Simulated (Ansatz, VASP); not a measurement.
**Two plane-wave programs on ZnS**

```
Zn S
1.0
     0.00000    2.67841    2.67841
     2.67841    0.00000    2.67841
     2.67841    2.67841    0.00000
Zn S
1 1
Direct
  0.00000 0.00000 0.00000
  0.25000 0.25000 0.25000
```

Alike in both runs: task single point; functional PBEsol; k mesh 8 × 8 × 8; no spin polarisation.

```csv
,VASP,Ansatz
version,VASP 6.6.1,Ansatz 0.2.0
potentials or method,"VASP PAW PBE potentials, release 64 (Zn, S), cutoff 500 eV","scalar-relativistic, plane waves, PAW"
occupations,"gaussian, width 0.01 eV",fixed
valence electrons in the cell,18,18
```

```tsv
	VASP	Ansatz	Ansatz less VASP
gap on the k mesh at the Fermi level (eV)	2.09	2.08	-0.012
least direct gap on the mesh (eV)	2.09	2.08	-0.012
```

VASP's potentials were made for PBE, not for PBEsol, and Ansatz warns of the same on its side.
